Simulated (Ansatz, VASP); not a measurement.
**One calculation of P, two programs**

File INCAR:

```
ALGO = Normal
EDIFF = 1E-6
ENCUT = 520
GGA = PE
ISIF = 2
ISMEAR = -1
LASPH = True
LCHARG = False
LREAL = False
LWAVE = False
NBANDS = 8
NELM = 60
PREC = Accurate
SIGMA = 0.1
```

Contents of KPOINTS:

```
k-points
0
Gamma
  17 17 17
```

File POSCAR:

```
P
1.0
    2.2199874622      0.0000000000      0.0000000000
    0.0000000000      2.2199874622      0.0000000000
    0.0000000000      0.0000000000      2.2199874622
P
1
Direct
    0.0000000000      0.0000000000      0.0000000000
```

Input for Ansatz:

```yaml
crystal:
  lattice:
    - [2.2199874622, 0.0, 0.0]
    - [0.0, 2.2199874622, 0.0]
    - [0.0, 0.0, 2.2199874622]
  atoms:
    - { symbol: P, position: [0.0, 0.0, 0.0] }
kpoints:
  mp_grid: { grid: [17, 17, 17] }
scf:
  occupations: { method: fermi_dirac, width: 0.1 }
hamiltonian:
  xc: pbe
  pseudopotentials: { kind: all_electron, lapw: { basis_error: 0.001 } }
output:
  forces: true
  stress: true
  eigenvalues: true
  populations: true
```

Change from the starting cell: volume scaled by 0.75, LAPW.

Alike in both runs: task single point; functional PBE; k mesh 17 × 17 × 17; occupations fermi-dirac, width 0.1 eV; no spin polarisation.

```csv
,VASP,Ansatz
version,VASP 6.6.1,Ansatz 0.2.0
potentials or method,"VASP PAW PBE potentials, release 64 (P), cutoff 520 eV","all-electron LAPW, scalar-relativistic"
```

Ansatz gave:

* pressure (GPa): 62.5

**Question.** Which values does VASP return?

**Answer.** Pressure (GPa): 61.6.

Both programs put the cell under a high pressure, so it lies far from rest at this level. Ansatz ran all-electron here, and VASP with PAW potentials.

Noted on VASP's run: the cell as given lies far from equilibrium.
